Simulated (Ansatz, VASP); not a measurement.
## One calculation of Sb, two programs

```xyz
2
Lattice="2.1542 1.2437 3.7580 -2.1542 1.2437 3.7580 0.0000 -2.4875 3.7580" Properties=species:S:1:pos:R:3 pbc="T T T"
Sb    0.0000    0.0000    8.6416
Sb    0.0000    0.0000    2.6324
```

Alike in both runs: functional PBEsol-based screened hybrid with a share of 0.25 of exact exchange and HFSCREEN = 0.207; k mesh 4 × 4 × 4; occupations fermi-dirac, width 0.05 eV; no spin polarisation.

```csv
,VASP,Ansatz
version,VASP 6.6.1,Ansatz 0.2.0
potentials or method,"VASP PAW PBE potentials, release 64 (Sb_d_GW)",Ansatz PAW
plane-wave cutoff (eV),400,420
valence electrons in the cell,30,30
task,single point,band structure
```

VASP gave:

* gap on the k mesh at the Fermi level (eV): 0.30
* least direct gap on the mesh (eV): 0.39
* rms of the force components (eV/Å): 0.217

**Question.** Estimate Ansatz's values.

**Answer.** gap on the k mesh at the Fermi level (eV): 0.30; least direct gap on the mesh (eV): 0.39; rms of the force components (eV/Å): 0.216.

VASP's potentials were made for PBE, not for PBEsol-based screened hybrid. Atom by atom the forces differ by 0.001 eV/Å (rms over components).

The k mesh is coarse, so the values compare programs but aren't converged. Spin-orbit coupling is off throughout.
